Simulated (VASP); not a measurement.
A run of VASP 6.6.1 is set up as follows.

Contents of POSCAR:

```
TiC
1.0
    0.0000000000      2.1640000000      2.3533500000
    2.1640000000      0.0000000000      2.3533500000
    2.1640000000      2.1640000000      0.0000000000
Ti C
1 1
Direct
    0.0000000000      0.0000000000      0.0000000000
    0.5000000000      0.5000000000      0.5000000000
```

Contents of INCAR.step1:

```
SYSTEM = TiC
  ALGO = Normal
  EDIFF = 1E-4
  ENCUT = 520
  GGA = PE
  ISMEAR = 0
  LASPH = .True.
  LCHARG = .False.
  LREAL = .False.
  LWAVE = .True.
  NBANDS = 15
  NELM = 80
  PREC = Accurate
  SIGMA = 0.15
```

The input INCAR.step2:

```
SYSTEM = TiC
  ALGO = Normal
  EDIFF = 1E-7
  ENCUT = 520
  ISIF = 2
  ISMEAR = 0
  ISTART = 1
  LASPH = .True.
  LCHARG = .True.
  LELF = .True.
  LMIXTAU = .True.
  LREAL = .False.
  LVHAR = .True.
  LWAVE = .False.
  METAGGA = R2SCAN
  NBANDS = 15
  NELM = 80
  PREC = Accurate
  SIGMA = 0.15
```

The input KPOINTS:

```
k-points
0
Gamma
  18 18 18
  0 0 0
```

Potentials or basis: VASP PAW PBE potentials, release 64 (Ti_sv, C).

Run with:

```sh
$ cat potpaw_PBE.64/Ti_sv/POTCAR potpaw_PBE.64/C/POTCAR > POTCAR
$ cp INCAR.step1 INCAR
$ mpirun -np 1 vasp_std > vasp.out
$ cp INCAR.step2 INCAR
$ mpirun -np 1 vasp_std > vasp.out
```

Predict the pressure.

-15.1 GPa.

What does it give for the band gap on the k mesh?

Zero (bands 8 and 9 overlap by 1.68 eV).

Stress tensor (GPa, compression positive):
```
 -8.65   0.00   0.00
  0.00  -8.65   0.00
  0.00   0.00 -28.01
```

Caveat: the cell differs from its parent crystal (strain +0.0875 x Voigt [0, 0, 1, 0, 0, 0]); the stress differs along the axes, from -28 to -9 GPa; the PAW data sets were made with another functional, which shifts forces and pressure a little.
